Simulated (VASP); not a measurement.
# GeS (Pnma) in VASP: electric field gradients with r2SCAN

Aim: the electric field gradients of GeS with r2SCAN.

Everything below comes from runs of VASP 6.6.1. Logs are shortened: lines on timing, memory, paths and dates and some standing lists are left out, and cuts for length are marked.

### 1 The cell of the first run

It takes space group Pnma (No. 62, orthorhombic). Conventional cell: a = 10.781 Å, b = 3.603 Å, c = 4.523 Å, α = 90.00°, β = 90.00°, γ = 90.00°. Ge (site symmetry m) has 3 S at 2.42 to 2.44 Å within 3.2 Å. S (site symmetry m) has 3 Ge at 2.42 to 2.44 Å within 3.2 Å.

### 2 Electric field gradients, r2SCAN

Contents of POSCAR:

```
GeS
1.0
   10.7807516100      0.0000000000      0.0000000000
    0.0000000000      3.6031403700      0.0000000000
    0.0000000000      0.0000000000      4.5231251300
Ge S
4 4
Direct
    0.8722463400      0.2500000000      0.3668910500
    0.1277536600      0.7500000000      0.6331089500
    0.6277536600      0.7500000000      0.8668910500
    0.3722463400      0.2500000000      0.1331089500
    0.6548307200      0.2500000000      0.5147881700
    0.3451692800      0.7500000000      0.4852118300
    0.8451692800      0.7500000000      0.0147881700
    0.1548307200      0.2500000000      0.9852118300
```

Contents of INCAR.step1:

```
PREC     = Accurate       # precision mode
ENCUT    = 450            # plane-wave cutoff, eV
ISMEAR   = -1             # smearing method
SIGMA    = 0.01           # smearing width, eV
LREAL    = False          # projectors in reciprocal space
LASPH    = True           # aspherical terms in the spheres
NELM     = 120            # most SCF steps
NBANDS   = 50             # bands
GGA      = PE             # functional
ALGO     = Normal         # electronic algorithm
EDIFF    = 1E-5           # SCF threshold, eV
LWAVE    = True           # write WAVECAR
LCHARG   = False          # write CHGCAR
GGA_COMPAT= False
```

Contents of INCAR.step2:

```
PREC     = Accurate       # precision mode
ENCUT    = 450            # plane-wave cutoff, eV
EDIFF    = 1E-8           # SCF threshold, eV
ISMEAR   = -1             # smearing method
SIGMA    = 0.01           # smearing width, eV
LREAL    = False          # projectors in reciprocal space
LASPH    = True           # aspherical terms in the spheres
NELM     = 120            # most SCF steps
ALGO     = Normal         # electronic algorithm
ISIF     = 2              # what is computed and relaxed
LWAVE    = False          # write WAVECAR
LCHARG   = False          # write CHGCAR
METAGGA  = R2SCAN         # meta-GGA
LMIXTAU  = True         
LEFG     = True         
NBANDS   = 50             # bands
ISTART   = 1            
GGA_COMPAT= False
```

Contents of KPOINTS:

```
regular mesh
0
Gamma
  3 9 7
```

Potentials or basis: VASP PAW PBE potentials, release 64 (Ge_d, S).

On the command line:

```console
$ cat potpaw_PBE.64/Ge_d/POTCAR potpaw_PBE.64/S/POTCAR > POTCAR
$ cp INCAR.step1 INCAR
$ mpirun -np 1 vasp_std > vasp.out
$ cp INCAR.step2 INCAR
$ mpirun -np 1 vasp_std > vasp.out
```

OUTCAR:

```text
PREC = Accurate
   ENCUT = 450
   EDIFF = 1E-8
   ISMEAR = -1
   LREAL = False
   LASPH = True
   NELM = 120
   ISIF = 2
   METAGGA = R2SCAN
   ISTART = 1

 ion  position               nearest neighbor table
   1  0.872  0.250  0.367-   7 2.42   7 2.42   5 2.44
   2  0.128  0.750  0.633-   8 2.42   8 2.42   6 2.44
   3  0.628  0.750  0.867-   5 2.42   5 2.42   7 2.44
   4  0.372  0.250  0.133-   6 2.42   6 2.42   8 2.44
   5  0.655  0.250  0.515-   3 2.42   3 2.42   1 2.44
   6  0.345  0.750  0.485-   4 2.42   4 2.42   2 2.44
   7  0.845  0.750  0.015-   1 2.42   1 2.42   3 2.44
   8  0.155  0.250  0.985-   2 2.42   2 2.42   4 2.44

  LATTYP: Found a simple orthorhombic cell.
 ALAT       =     3.6031403700
 B/A-ratio  =     1.2553285927
 C/A-ratio  =     2.9920431909

  Lattice vectors:

 A1 = (   0.0000000000,   3.6031403700,   0.0000000000)
 A2 = (   0.0000000000,   0.0000000000,   4.5231251300)
 A3 = (  10.7807516100,   0.0000000000,   0.0000000000)

Analysis of symmetry for initial positions (statically):
=====================================================================
 Subroutine PRICEL returns:
 Original cell was already a primitive cell.

 Routine SETGRP: Setting up the symmetry group for a
 simple orthorhombic supercell.

 Subroutine GETGRP returns: Found  8 space group operations
 (whereof  2 operations were pure point group operations)
 out of a pool of  8 trial point group operations.

The static configuration has the point symmetry S_2 .
 The point group associated with its full space group is D_2h.

Analysis of symmetry for dynamics (positions and initial velocities):
=====================================================================
 Subroutine PRICEL returns:
 Original cell was already a primitive cell.

 Routine SETGRP: Setting up the symmetry group for a
 simple orthorhombic supercell.

 Subroutine GETGRP returns: Found  8 space group operations
 (whereof  2 operations were pure point group operations)
 out of a pool of  8 trial point group operations.

The dynamic configuration has the point symmetry S_2 .
 The point group associated with its full space group is D_2h.

 Subroutine INISYM returns: Found  8 space group operations
 (whereof  2 operations are pure point group operations),
 and found     1 'primitive' translations

----------------------------------------------------------------------------------------

                                     Primitive cell

  volume of cell :     175.6988

  direct lattice vectors                    reciprocal lattice vectors
    10.780751610  0.000000000  0.000000000     0.092757911  0.000000000  0.000000000
     0.000000000  3.603140370  0.000000000     0.000000000  0.277535676  0.000000000
     0.000000000  0.000000000  4.523125130     0.000000000  0.000000000  0.221086079

  length of vectors
    10.780751610  3.603140370  4.523125130     0.092757911  0.277535676  0.221086079

  position of ions in fractional coordinates (direct lattice)
     0.872246340  0.250000000  0.366891050
     0.127753660  0.750000000  0.633108950
     0.627753660  0.750000000  0.866891050
     0.372246340  0.250000000  0.133108950
     0.654830720  0.250000000  0.514788170
     0.345169280  0.750000000  0.485211830
     0.845169280  0.750000000  0.014788170
     0.154830720  0.250000000  0.985211830

  ion indices of the primitive-cell ions
   primitive index   ion index
                 1           1
                 2           2
                 3           3
                 4           4
                 5           5
                 6           6
                 7           7
                 8           8

----------------------------------------------------------------------------------------

[... 72 lines left out ...]
   NSW    =      0    number of steps for IOM
   IBRION =     -1    ionic relax: 0-MD 1-quasi-New 2-CG
   NFREE  =      0    steps in history (QN), initial steepest desc. (CG)
   ISIF   =      2    stress and relaxation
   ISYM   =      2    0-nonsym 1-usesym 2-fastsym
   POTIM  = 0.5000    time-step for ionic-motion
   TEBEG  =    0.0;   TEEND  =   0.0 temperature during run
   PSTRESS=    0.0 pullay stress
   NELECT =      80.0000    total number of electrons
   NUPDOWN=      -1.0000    fix difference up-down
   EMIN   =  10.00;   EMAX   =-10.00  energy-range for DOS
   EFERMI =   0.00;   METHOD = LEGACY
   ISMEAR =    -1;   SIGMA  =   0.01  broadening in eV -4-tet -1-fermi 0-gaus
   EFERMI_NEDOS =   21; number of points for ismear=-14 and -15
   IALGO  =     38    algorithm
   IMIX   =      4    mixing-type and parameters
     AMIX     =   0.40;   BMIX     =  1.00
     AMIX_MAG =   1.60;   BMIX_MAG =  1.00
  volume/ion in A,a.u.               =      21.96       148.21
  Fermi-wavevector in a.u.,A,eV,Ry     =   1.259453  2.380021 21.581851  1.586221
  Thomas-Fermi vector in A             =   2.393012
   LORBIT       =      0    0 simple, 1 ext, 2 COOP (PROOUT), +10 PAW based schemes
   METAGGA = R2SCAN    functional components
   LHFCALC =     F    Hartree Fock is set to
   AEXX    =    0.0000 exact exchange contribution
   IVDW    =     0    specifies the selected vdW correction
   LEPSILON=     F    determine dielectric tensor
   LRPA    =     F    only Hartree local field effects (RPA)
 non-spin polarized calculation
  energy-cutoff  :      450.00
  volume of cell :      175.70
 maximum number of plane-waves:      3834
 NGX is ok and might be reduce to    80
   NGX = 37   NGY = 13   NGZ = 15

 number of electron      80.0000062 magnetization

 Free energy of the ion-electron system (eV)
  ---------------------------------------------------
  ext. energy  EPLUGINS =         0.00000000
  ---------------------------------------------------
  free energy    TOTEN  =       -89.58821655 eV

  energy without entropy =      -89.58821655  energy(sigma->0) =      -89.58821655

 E-fermi :   4.4988     XC(G=0): -10.3824

 val. band max:        4.3049043252   @ k =   0.0000   0.0000   0.0000
 cond. band min:       5.6723505715   @ k =   0.0000   0.0000   0.0000
 fundamental gap:      1.3674462463
 Fermi energy:         4.4988440497

 k-point     1 :       0.0000    0.0000    0.0000
  band No.  band energies     occupation
      1     -20.9228      2.00000
      2     -20.9202      2.00000
      3     -20.9131      2.00000
      4     -20.9113      2.00000
      5     -20.9087      2.00000
      6     -20.9077      2.00000
[... 1261 lines left out ...]
     49       8.8859      0.00000
     50       9.2581      0.00000

 [... further k-points ...]

------------------------ aborting loop because EDIFF is reached ----------------------------------------

  FORCE on cell =-STRESS in cart. coord.  units (eV):
  Direction    XX          YY          ZZ          XY          YZ          ZX
  --------------------------------------------------------------------------------------
  -------------------------------------------------------------------------------------
  Total       -0.1113027     -0.4322221     -0.0667743      0.0000000     -0.0000000      0.0000000
  in kB       -1.0149567     -3.9413837     -0.6089070      0.0000000     -0.0000000      0.0000000
  external PRESSURE =      -1.8550825 kB  Pullay stress =       0.0000000 kB

 VOLUME and BASIS-vectors are now :
 -----------------------------------------------------------------------------
  energy-cutoff  :      450.00
  volume of cell :      175.70
      direct lattice vectors                 reciprocal lattice vectors
    10.780751610  0.000000000  0.000000000     0.092757911  0.000000000  0.000000000
     0.000000000  3.603140370  0.000000000     0.000000000  0.277535676  0.000000000
     0.000000000  0.000000000  4.523125130     0.000000000  0.000000000  0.221086079

 POSITION                                       TOTAL-FORCE (eV/Angst)
 -----------------------------------------------------------------------------------
      9.40347      0.90079      1.65949         0.013591      0.000000      0.012618
      1.37728      2.70236      2.86363        -0.013591      0.000000     -0.012618
      6.76766      2.70236      3.92106        -0.013591     -0.000000      0.012618
      4.01310      0.90079      0.60207         0.013591     -0.000000     -0.012618
      7.05957      0.90079      2.32845         0.004994     -0.000000     -0.016366
      3.72118      2.70236      2.19467        -0.004994      0.000000      0.016366
      9.11156      2.70236      0.06689        -0.004994     -0.000000     -0.016366
      1.66919      0.90079      4.45624         0.004994     -0.000000      0.016366
 -----------------------------------------------------------------------------------
    total drift:                               -0.000000      0.000000     -0.000000

  FREE ENERGIE OF THE ION-ELECTRON SYSTEM (eV)
  ---------------------------------------------------
  free  energy   TOTEN  =       -89.5882165534 eV

  energy  without entropy=      -89.5882165533  energy(sigma->0) =      -89.58821655

 Electric field gradients (V/A^2)
---------------------------------------------------------------------
 ion       V_xx      V_yy      V_zz      V_xy      V_xz      V_yz
---------------------------------------------------------------------
   1     -31.687    32.738    -1.051     0.000   -69.016    -0.000
   2     -31.687    32.738    -1.051    -0.000   -69.016     0.000
   3     -31.687    32.738    -1.051    -0.000    69.016    -0.000
   4     -31.687    32.738    -1.051    -0.000    69.016     0.000
   5     -23.242    30.138    -6.896    -0.000   -50.568    -0.000
   6     -23.242    30.138    -6.896    -0.000   -50.568     0.000
   7     -23.242    30.138    -6.896    -0.000    50.568     0.000
   8     -23.242    30.138    -6.896    -0.000    50.568    -0.000
---------------------------------------------------------------------

 Electric field gradients after diagonalization (V/A^2)
 (convention: |V_zz| > |V_xx| > |V_yy|)
----------------------------------------------------------------------
 ion       V_xx      V_yy      V_zz     asymmetry (V_yy - V_xx)/ V_zz
----------------------------------------------------------------------
   1      54.327    32.738   -87.064       0.248
   2      54.327    32.738   -87.064       0.248
   3      54.327    32.738   -87.064       0.248
   4      54.327    32.738   -87.064       0.248
   5      36.155    30.138   -66.293       0.091
   6      36.155    30.138   -66.293       0.091
   7      36.155    30.138   -66.293       0.091
   8      36.155    30.138   -66.293       0.091
----------------------------------------------------------------------

           NMR quadrupolar parameters

 Cq : quadrupolar parameter    Cq=e*Q*V_zz/h
 eta: asymmetry parameters     (V_yy - V_xx)/ V_zz
 Q  : nuclear electric quadrupole moment in mb (millibarn)
----------------------------------------------------------------------
 ion       Cq(MHz)       eta       Q (mb)
----------------------------------------------------------------------
   1      -0.211       0.248       1.000
   2      -0.211       0.248       1.000
   3      -0.211       0.248       1.000
   4      -0.211       0.248       1.000
   5      -0.160       0.091       1.000
   6      -0.160       0.091       1.000
   7      -0.160       0.091       1.000
   8      -0.160       0.091       1.000
----------------------------------------------------------------------
```

Wall time 11 min (1 thread of AMD EPYC 9R45 (Zen 5), shared host); peak memory 0.38 GiB.

Results:

```
Free energy                             : -89.5882 eV
Pressure                                : -0.2 GPa
Largest force                           : 0.019 eV/Å
Band gap on the k mesh                  : 1.37 eV
Largest electric field gradient by atom : Ge -87.1; S -66.3 V/Å²
```

Forces in eV/Å, atoms in the order of the input:
```
Ge   0.014  0.000  0.013
Ge  -0.014  0.000 -0.013
Ge  -0.014  0.000  0.013
Ge   0.014  0.000 -0.013
S    0.005  0.000 -0.016
S   -0.005  0.000  0.016
S   -0.005  0.000 -0.016
S    0.005  0.000  0.016
```

Stress tensor (GPa, compression positive):
```
-0.10  0.00  0.00
 0.00 -0.39  0.00
 0.00  0.00 -0.06
```

Electric field gradients, principal values (V/Å²):
```tsv
atom	least	middle	greatest (by size)
1 Ge	32.738	54.327	-87.064
2 Ge	32.738	54.327	-87.064
3 Ge	32.738	54.327	-87.064
4 Ge	32.738	54.327	-87.064
5 S	30.138	36.155	-66.293
6 S	30.138	36.155	-66.293
7 S	30.138	36.155	-66.293
8 S	30.138	36.155	-66.293
```

Caveat: without QUAD_EFG the Cq values of the log hold for a quadrupole moment of 1 mb, not for the nuclei; the PAW data sets were made with another functional, which shifts forces and pressure a little; an odd mesh through Γ misses points on the zone boundary, where band edges can lie.
